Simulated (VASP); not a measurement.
Runs of VASP 6.6.1 on Sn. The structure is that of space group Fm-3m (No. 225), or close to it. The cells are those of the table. 

| cell | gap on the mesh (eV) | pressure (GPa) |
| --- | --- | --- |
| a = 3.657 Å, angles 60.0°, 1 atom | none | (b) |
| a = 3.568 Å, angles 60.0°, 1 atom | none | (a) |
| a = 3.474 Å, angles 60.0°, 1 atom | none | 1.6 |
| a = 3.521 Å, angles 60.0°, 1 atom | none | 0.1 |
| a = 3.374 Å, angles 60.0°, 1 atom | none | 6.1 |

Alike in all rows: task single point; level BLYP; potentials or basis VASP PAW PBE potentials, release 64 (Sn_d); no spin polarisation; k mesh 12 × 12 × 12; cutoff (eV) 520; smearing fermi-dirac 0.1 eV.

Estimate the missing entries.

(a) -1.1; (b) -2.9.

Caveats: the PAW data sets were made with another functional, which shifts forces and pressure a little; spin-orbit coupling is left out, which moves the levels of the heavy elements.

A k mesh can miss the band edges, and the runs leave out spin-orbit coupling on Sn.

A gap of «none» marks levels without a gap at the run's occupations.
